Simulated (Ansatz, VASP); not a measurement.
**GaCo: VASP beside Ansatz**

Contents of INCAR:

```
PREC = Accurate
ENCUT = 520
EDIFF = 1E-7
ISMEAR = 1
SIGMA = 0.1834
LREAL = F
LASPH = T
NELM = 80
ALGO = Normal
ISIF = 2
LWAVE = F
LCHARG = T
GGA = PE
LELF = T
LVHAR = T
NBANDS = 18
```

KPOINTS

```
regular mesh
0
Gamma
  6 6 6
```

The input POSCAR:

```
GaCo
1.0
    2.9126830000      0.0000000000      0.0000000000
    0.0000000000      2.9126830000      0.0000000000
    0.0000000000      0.0000000000      2.9126830000
Co Ga
1 1
Direct
    0.0000000000      0.0000000000      0.0000000000
    0.5000000000      0.5000000000      0.5000000000
```

Input for Ansatz:

```yaml
crystal:
  lattice:
    - [2.912683, 0.0, 0.0]
    - [0.0, 2.912683, 0.0]
    - [0.0, 0.0, 2.912683]
  atoms:
    - { symbol: Co, position: [0.0, 0.0, 0.0] }
    - { symbol: Ga, position: [0.5, 0.5, 0.5] }
  symmetry: { tolerance: 0.0003 }
kpoints:
  mp_grid: { grid: [6, 6, 6], shift: [0, 0, 0] }
magnetization:
  spin_polarized: false
scf:
  occupations: { method: cold, width: 0.1834 }
  lower_state_search: light
hamiltonian:
  pseudopotentials: { kind: paw }
  xc: pbe
basis:
  ecutwfc: 420
output:
  forces: true
  stress: true
  eigenvalues: true
```

Alike in both runs: task single point; functional PBE; k mesh 6 × 6 × 6; no spin polarisation.

```csv
,VASP,Ansatz
version,VASP 6.6.1,Ansatz 0.2.0
potentials or method,"VASP PAW PBE potentials, release 64 (Co, Ga_d), cutoff 520 eV",PAW plane waves
occupations,"methfessel-paxton of order 1, width 0.1834 eV","cold, width 0.1834 eV"
valence electrons in the cell,22,30
```

```tsv
	VASP	Ansatz	Ansatz less VASP
gap on the k mesh at the Fermi level (eV)	none	none	-
pressure (GPa)	-5.2	-5.4	-0.20
```

A gap of «none» marks a metal or a gap that the smearing closes. VASP's potentials hold 22 valence electrons a cell and Ansatz's 30, so a difference there can come from the potentials and not from the codes.
